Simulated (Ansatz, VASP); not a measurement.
**NaCl in VASP and in Ansatz**

Contents of INCAR:

```
ALGO = Normal ; EDIFF = 1E-6
ENCUT = 520 ; GGA = CA
ISIF = 2 ; ISMEAR = 0
LASPH = True ; LCHARG = False
LREAL = False ; LWAVE = False
NBANDS = 14 ; NELM = 100
PREC = Accurate ; SIGMA = 0.05
```

KPOINTS

```
k-points
0
Gamma
  6 6 6
```

Contents of POSCAR:

```
NaCl
1.0
    3.5021900000      0.0000000000      0.0000000000
    0.0000000000      3.5021900000      0.0000000000
    0.0000000000      0.0000000000      3.5021900000
Na Cl
1 1
Direct
    0.0000000000      0.0000000000      0.0000000000
    0.5164854068      0.5164854068      0.5164854068
```

Input for Ansatz:

```yaml
crystal:
  lattice:
    - [3.50219, 0.0, 0.0]
    - [0.0, 3.50219, 0.0]
    - [0.0, 0.0, 3.50219]
  atoms:
    - { symbol: Na, position: [0.0, 0.0, 0.0] }
    - { symbol: Cl, position: [0.5164854068, 0.5164854068, 0.5164854068] }
basis:
  ecutwfc: 420
kpoints:
  mp_grid: { grid: [6, 6, 6] }
hamiltonian:
  xc: lda
scf:
  occupations: { method: gaussian, width: 0.05 }
output:
  forces: true
  stress: true
  eigenvalues: true
```

Change from the starting cell: all Cl atoms moved -0.100 Å, as atom 2 towards its neighbour atom 1 (Na) at 3.033 Å.

Alike in both runs: task single point; functional LDA; k mesh 6 × 6 × 6; occupations gaussian, width 0.05 eV; no spin polarisation.

|  | VASP | Ansatz |
| --- | --- | --- |
| version | VASP 6.6.1 | Ansatz 0.2.0 |
| potentials or method | VASP PAW LDA potentials, release 64 (Na_pv, Cl), cutoff 520 eV | scalar-relativistic, plane waves, PAW |
| valence electrons in the cell | 14 | 16 |

VASP gave:

| Property | Result |
| --- | --- |
| gap on the k mesh at the Fermi level (eV) | 3.61 |
| least direct gap on the mesh (eV) | 4.12 |
| pressure (GPa) | -3.0 |
| rms of the force components (eV/Å) | 0.008 |

What did Ansatz give for the same quantities?

gap on the k mesh at the Fermi level (eV): 3.61; least direct gap on the mesh (eV): 4.11; pressure (GPa): -3.0; rms of the force components (eV/Å): 0.007.

LDA's correlation is that of Perdew and Zunger in VASP and of Perdew and Wang (1992) in Ansatz. Atom by atom the forces differ by 0.000 eV/Å (rms over components). VASP's potentials hold 14 valence electrons a cell and Ansatz's 16, so a difference there can come from the potentials and not from the codes.
